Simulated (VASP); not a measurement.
Here is a VASP 6.6.1 calculation.

POSCAR

```
LiBr
1.0
    0.0000000000      2.7399186162      2.7399186162
    2.7399186162      0.0000000000      2.7399186162
    2.7399186162      2.7399186162      0.0000000000
Li Br
1 1
Direct
    0.0000000000      0.0000000000      0.0000000000
    0.5000000000      0.5000000000      0.5000000000
```

File INCAR.step1:

```
PREC = Accurate ; ENCUT = 830
ISMEAR = 0 ; SIGMA = 0.02
LREAL = F ; LASPH = T
NELM = 120 ; NBANDS = 12
GGA = PE ; ALGO = Normal
EDIFF = 1E-5 ; LWAVE = T
LCHARG = F ; GGA_COMPAT = F
```

The input INCAR.step2:

```
PREC = Accurate ; ENCUT = 830
EDIFF = 1E-6 ; ISMEAR = 0
SIGMA = 0.02 ; LREAL = F
LASPH = T ; NELM = 120
ALGO = Normal ; ISIF = 2
LWAVE = F ; LCHARG = F
METAGGA = R2SCAN ; LMIXTAU = T
NBANDS = 12 ; ISTART = 1
GGA_COMPAT = F
```

Contents of KPOINTS:

```
Automatic mesh
0
Gamma
  8 8 8
```

Potentials or basis: VASP PAW PBE potentials, release 64 (Li_sv, Br).

Command:

```bash
$ cat potpaw_PBE.64/Li_sv/POTCAR potpaw_PBE.64/Br/POTCAR > POTCAR
$ cp INCAR.step1 INCAR
$ mpirun -np 1 vasp_std > vasp.out
$ cp INCAR.step2 INCAR
$ mpirun -np 1 vasp_std > vasp.out
```

What does it give for the pressure?

-0.4 GPa.

Estimate the band gap on the k mesh.

5.93 eV.

Caveat: the PAW data sets were made with another functional, which shifts forces and pressure a little. A k mesh can miss the band edges.
